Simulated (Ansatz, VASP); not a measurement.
SnO: VASP beside Ansatz

Contents of INCAR:

```
PREC = Accurate ; ENCUT = 520
EDIFF = 1E-6 ; ISMEAR = 0
SIGMA = 0.05 ; LREAL = F
LASPH = T ; NELM = 80
ALGO = Normal ; ISIF = 2
LWAVE = F ; LCHARG = F
LDIPOL = T ; IDIPOL = 3
DIPOL = 0.5 0.5 0.399 ; GGA = PE
IVDW = 12 ; NBANDS = 50
```

Contents of KPOINTS:

```
regular mesh
0
Gamma
  7 7 1
```

File POSCAR:

```
SnO
1.0
    3.8201526697      0.0002954396      0.0000000000
   -0.0003145245      3.8201526682      0.0000000000
    0.0000000000      0.0000000000     22.2260755522
Sn O
4 4
Direct
    0.9999453086      0.9999453086      0.2024648926
    0.4999453086      0.4999453086      0.3087831570
    0.6249453086      0.9999453086      0.4887519504
    1.1249453086      1.4999453086      0.5950702148
    0.9999461247      0.4999461247      0.2556240248
    0.4999461247      0.9999461247      0.2556240248
    0.6249444925      1.4999444925      0.5419110826
    1.1249444925      0.9999444925      0.5419110826
```

Input for Ansatz:

```yaml
crystal:
  lattice:
    - [3.8201526697, 0.0002954396, 0.0]
    - [-0.0003145245, 3.8201526682, 0.0]
    - [0.0, 0.0, 22.2260755522]
  atoms:
    - { symbol: Sn, position: [0.9999453086, 0.9999453086, 0.2024648926] }
    - { symbol: O, position: [0.9999461247, 0.4999461247, 0.2556240248] }
    - { symbol: O, position: [0.4999461247, 0.9999461247, 0.2556240248] }
    - { symbol: Sn, position: [0.4999453086, 0.4999453086, 0.308783157] }
    - { symbol: Sn, position: [0.6249453086, 0.9999453086, 0.4887519504] }
    - { symbol: O, position: [0.6249444925, 1.4999444925, 0.5419110826] }
    - { symbol: O, position: [1.1249444925, 0.9999444925, 0.5419110826] }
    - { symbol: Sn, position: [1.1249453086, 1.4999453086, 0.5950702148] }
basis:
  ecutwfc: 420
kpoints:
  mp_grid: { grid: [7, 7, 1] }
hamiltonian:
  xc: pbe
  pseudopotentials: { kind: paw, azcp: { folder: soft_1 } }
  dispersion: d3bj
scf:
  occupations: { method: gaussian, width: 0.05 }
output:
  forces: true
  eigenvalues: true
efield:
  axis: 3
  dipole_correction: true
  ramp_width: 0.04
```

Alike in both runs: task single point; functional PBE; dispersion D3(BJ); k mesh 7 × 7 × 1; occupations gaussian, width 0.05 eV; no spin polarisation.

|  | VASP | Ansatz |
| --- | --- | --- |
| version | VASP 6.6.1 | Ansatz 0.2.0 |
| potentials or method | VASP PAW PBE potentials, release 64 (Sn_d, O), cutoff 520 eV | scalar-relativistic, plane waves, PAW |
| valence electrons in the cell | 80 | 80 |

```tsv
	VASP	Ansatz	Ansatz less VASP
gap on the k mesh at the Fermi level (eV)	2.38	2.38	+0.007
least direct gap on the mesh (eV)	2.53	2.57	+0.044
rms of the force components (eV/Å)	0.046	0.014	-0.0313
```

Ansatz's warnings: structure snapped to symmetry.
